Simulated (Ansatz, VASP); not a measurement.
## One calculation of CaO, two programs

The input INCAR:

```
PREC = Accurate ; ENCUT = 520
EDIFF = 1E-6 ; ISMEAR = -1
SIGMA = 0.02 ; LREAL = F
LASPH = T ; NELM = 80
ALGO = Normal ; ISIF = 2
LWAVE = F ; LCHARG = T
GGA = PE ; LELF = T
LVHAR = T ; NBANDS = 15
```

Contents of KPOINTS:

```
Automatic mesh
0
Gamma
  10 10 10
```

POSCAR

```
CaO
1.0
    0.0000000000      2.3975501265      2.3855623759
    2.3975501265      0.0000000000      2.3855623759
    2.3975501265      2.3975501265      0.0000000000
Ca O
1 1
Direct
    0.0000000000      0.0000000000      0.0000000000
    0.5000000000      0.5000000000      0.5000000000
```

Input for Ansatz:

```yaml
crystal:
  lattice:
    - [0.0, 2.3975501265, 2.3855623759]
    - [2.3975501265, 0.0, 2.3855623759]
    - [2.3975501265, 2.3975501265, 0.0]
  atoms:
    - { symbol: Ca, position: [0.0, 0.0, 0.0] }
    - { symbol: O, position: [0.5, 0.5, 0.5] }
kpoints:
  mp_grid: { grid: [10, 10, 10] }
  band_path:
    path:
      - [0.0, 0.0, 0.0]
      - [0.5, 0.0, 0.5]
      - [0.625, 0.25, 0.625]
      - [0.375, 0.375, 0.75]
      - [0.5, 0.5, 0.5]
      - [0.5, 0.25, 0.75]
    npoints: 1
hamiltonian:
  xc: pbe
scf:
  occupations: { method: fermi_dirac, width: 0.02 }
  n_extra_bands: 4
output:
  forces: true
  stress: true
  eigenvalues: true
```

Change from the starting cell: uniaxial_z strain -0.5%.

Alike in both runs: task single point; functional PBE; k mesh 10 × 10 × 10; occupations fermi-dirac, width 0.02 eV; no spin polarisation.

|  | VASP | Ansatz |
| --- | --- | --- |
| version | VASP 6.6.1 | Ansatz 0.2.0 |
| potentials or method | VASP PAW PBE potentials, release 64 (Ca_sv, O) | plane waves, PAW |
| plane-wave cutoff (eV) | 520 | 420 |
| valence electrons in the cell | 16 | 16 |

VASP gave:

```
gap on the k mesh at the Fermi level (eV)                     : 3.61
pressure (GPa)                                                : 3.7
traceless stress, the component that is largest in VASP (GPa) : 0.59
```

Problem. Estimate Ansatz's values.

Solution. gap on the k mesh at the Fermi level (eV): 3.63; pressure (GPa): 3.1; traceless stress, the component that is largest in VASP (GPa): 0.57.
